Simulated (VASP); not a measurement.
Crystal: Bi.

```
Bi
1.0
     6.52907    0.00000    0.00000
     0.00000    6.52907    0.00000
     0.00000    0.00000    6.52907
Bi
8
Direct
  0.50000 0.50000 0.50000
  0.00000 0.00000 0.00000
  0.25000 0.00000 0.50000
  0.50000 0.25000 0.00000
  0.50000 0.75000 0.00000
  0.75000 0.00000 0.50000
  0.00000 0.50000 0.75000
  0.00000 0.50000 0.25000
```

| Quantity | Value |
| --- | --- |
| Program | VASP 6.6.1 |
| Task | relaxation of cell and atoms |
| Functional | PBEsol |
| Potentials or basis | VASP PAW PBE potentials, release 64 (Bi_d) |
| Cutoff | 600 eV |
| k mesh | 4 × 4 × 4 |
| Occupations | gaussian, width 0.1 eV |
| Spin | no spin polarisation |

At the start: pressure -5.2 GPa; volume 34.79 Å³/atom.

Task: How do energy, volume and symmetry change on relaxing?

Result: Over 3 steps the energy falls by 71.0 meV/atom and the volume is 30.85 Å³/atom (-11.3 %); space group Pm-3n (No. 223, to 0.1 Å) before and after.

The path:
```tsv
step	energy change (eV)	largest force (eV/Å)	pressure (GPa)	volume (Å³)
1	0.0000	0.0000	-5.18	278.33
2	-0.4678	0.0000	2.96	235.43
3	-0.5684	0.0000	-0.01	246.81
```

Final structure:
```xyz
8
Lattice="6.2727 0.0000 0.0000 0.0000 6.2727 0.0000 0.0000 0.0000 6.2727" Properties=species:S:1:pos:R:3 pbc="T T T"
Bi    3.1364    3.1364    3.1364
Bi    0.0000    0.0000    0.0000
Bi    1.5682    0.0000    3.1364
Bi    3.1364    1.5682    0.0000
Bi    3.1364    4.7045    0.0000
Bi    4.7045    0.0000    3.1364
Bi    0.0000    3.1364    4.7045
Bi    0.0000    3.1364    1.5682
```

Caveat: the PAW data sets were made with another functional, which shifts forces and pressure a little.
